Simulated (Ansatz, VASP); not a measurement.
## One calculation of C, two programs

The input POSCAR:

```
C
1.0
    0.0000000000      1.8369020000      1.8369020000
    1.8369020000      0.0000000000      1.8369020000
    1.8369020000      1.8369020000      0.0000000000
C
2
Direct
    0.5000000000      0.5000000000      0.5000000000
    0.7500000000      0.7500000000      0.7500000000
```

The input INCAR.step1:

```
  PREC = Accurate
  ENCUT = 520
  ISMEAR = 0
  SIGMA = 0.05
  LREAL = F
  LASPH = T
  NELM = 60
  NBANDS = 11
  GGA = PE
  ALGO = Normal
  EDIFF = 1E-4
  LWAVE = T
  LCHARG = F
```

File INCAR.step2:

```
  PREC = Accurate
  ENCUT = 520
  EDIFF = 1E-6
  ISMEAR = 0
  SIGMA = 0.05
  LREAL = F
  LASPH = T
  NELM = 60
  ALGO = Normal
  ISIF = 2
  LWAVE = F
  LCHARG = F
  METAGGA = R2SCAN
  LMIXTAU = T
  NBANDS = 11
  ISTART = 1
```

KPOINTS

```
regular mesh
0
Gamma
  12 12 12
```

Input for Ansatz:

```yaml
crystal:
  lattice:
    - [0.0, 1.836902, 1.836902]
    - [1.836902, 0.0, 1.836902]
    - [1.836902, 1.836902, 0.0]
  atoms:
    - { symbol: C, position: [0.5, 0.5, 0.5] }
    - { symbol: C, position: [0.75, 0.75, 0.75] }
basis:
  ecutwfc: 500
kpoints:
  mp_grid: { grid: [12, 12, 12] }
hamiltonian:
  xc: r2scan
scf:
  occupations: { method: gaussian, width: 0.05 }
output:
  forces: true
  stress: true
  eigenvalues: true
```

Change from the starting cell: strain +0.030 along x and y, +0.030 along z, atoms carried along.

Alike in both runs: task single point; functional r2SCAN; k mesh 12 × 12 × 12; occupations gaussian, width 0.05 eV; no spin polarisation.

|  | VASP | Ansatz |
| --- | --- | --- |
| version | VASP 6.6.1 | Ansatz 0.2.0 |
| potentials or method | VASP PAW PBE potentials, release 64 (C), cutoff 520 eV | scalar-relativistic, plane waves, PAW |
| valence electrons in the cell | 8 | 8 |

Ansatz gave:

- gap on the k mesh at the Fermi level (eV): 4.16
- least direct gap on the mesh (eV): 5.63
- pressure (GPa): -35.7

Task: What did VASP give for the same quantities?

Result: gap on the k mesh at the Fermi level (eV): 4.14; least direct gap on the mesh (eV): 5.59; pressure (GPa): -34.9.

VASP's potentials were made for PBE, not for r2SCAN. Both programs put the cell under strong tension, so it lies far from rest at this level.

Noted on VASP's run: the cell as given lies far from equilibrium.
